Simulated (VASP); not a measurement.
KI, 2 atoms in the cell. The structure is cubic, space group Fm-3m (No. 225). The conventional cell has a = 6.884 Å, b = 6.884 Å, c = 6.884 Å, α = 90.00°, β = 90.00°, γ = 90.00°. K (site symmetry m-3m) has 6 I at 3.44 Å within 4.5 Å. I (site symmetry m-3m) has 6 K at 3.44 Å within 4.5 Å.  This cell differs from its parent crystal: strain -2.9%.

| Property | Result |
| --- | --- |
| Program | VASP 6.6.1 |
| Task | single point |
| Functional | HSE06 |
| Potentials or basis | VASP PAW PBE potentials, release 64 (K_sv, I) |
| Cutoff | 520 eV |
| k mesh | 4 × 4 × 4 |
| Occupations | gaussian, width 0.01 eV |
| Spin | no spin polarisation |
| Dipole correction | no |
| Grid for exact exchange (PRECFOCK) | Normal |
| Further INCAR settings | ALGO = Normal; EDIFF = 1e-07; NBANDS = 15 |
| Screening parameter | 0.2079 1/Å |

Potentials or basis: VASP PAW PBE potentials, release 64 (K_sv, I).

The run is started by

```bash
$ cat potpaw_PBE.64/K_sv/POTCAR potpaw_PBE.64/I/POTCAR > POTCAR
$ cp INCAR.step1 INCAR
$ mpirun -np 1 vasp_std > vasp.out
$ cp INCAR.step2 INCAR
$ mpirun -np 1 vasp_std > vasp.out
```

Hardware: 1 thread of Intel(R) Xeon(R) Platinum 8259CL CPU @ 2.50GHz (Skylake/Cascade Lake) (shared host).

Problem. Estimate the wall time of this run.

Solution. Wall time 11 min on 1 thread of Intel(R) Xeon(R) Platinum 8259CL CPU @ 2.50GHz (Skylake/Cascade Lake), on a shared host, peak memory 0.32 GiB. Counts: k points 8.
